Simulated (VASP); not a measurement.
## AlIn2B2As: single point with PBE

Crystal: AlIn2B2As.

```xyz
6
Lattice="3.8967 0.0000 0.0000 0.0000 3.8967 0.0000 0.0000 0.0000 6.9602" Properties=species:S:1:pos:R:3 pbc="T T T"
Al    0.0000    0.0000    0.0000
In    1.9483    0.0000    2.6562
In    0.0000    1.9483    4.3040
B     1.9483    0.0000    5.8529
B     0.0000    1.9483    1.1073
As    1.9483    1.9483    0.0000
```

The cell was built from a structure type or drawn by symmetry, and may not be a known phase.

| Property | Result |
| --- | --- |
| Program | VASP 6.6.1 |
| Task | single point |
| Functional | PBE |
| Potentials or basis | VASP PAW PBE potentials, release 64 (Al, In_d, B, As) |
| Cutoff | 520 eV |
| k mesh | 4 × 4 × 3 |
| Occupations | gaussian, width 0.2 eV |
| Spin | no spin polarisation |

| Quantity | Value |
| --- | --- |
| Pressure | -0.1 GPa |
| Largest force | 0.059 eV/Å |
| Band gap on the k mesh | zero (bands 20 and 21 overlap by 1.99 eV) |

Forces in eV/Å, atoms in the order of the input:
```
Al   0.000  0.000  0.000
In   0.000  0.000 -0.014
In   0.000  0.000  0.014
B    0.000  0.000  0.059
B    0.000  0.000 -0.059
As   0.000  0.000  0.000
```

Stress tensor (GPa, compression positive):
```
 0.13  0.00  0.00
 0.00  0.13  0.00
 0.00  0.00 -0.64
```

Levels at points of the mesh, in eV from the Fermi level:
```
           k point  band 16  band 17  band 18  band 19  band 20  band 21  band 22  band 23  band 24  band 25
(0.00, 0.00, 0.00)    -3.45    -3.18    -0.21    -0.21     0.16     0.75     1.38     2.12     2.29     2.29
(0.50, 0.00, 0.00)    -4.72    -3.82    -1.70    -1.38    -0.20     0.77     2.66     3.43     3.61     3.99
(0.50, 0.50, 0.00)    -3.41    -3.41    -2.53    -2.53    -2.46    -1.81    -1.12     4.04     4.04     5.17
```

Wall time 62 s on 1 thread of Intel Xeon 8259CL (shared host), peak memory 0.23 GiB.

Caveat: the k points lie up to 0.40 Å⁻¹ apart, too coarse for converged energies and pressures of a metal; spin-orbit coupling is left out, which moves the levels of the heavy elements.
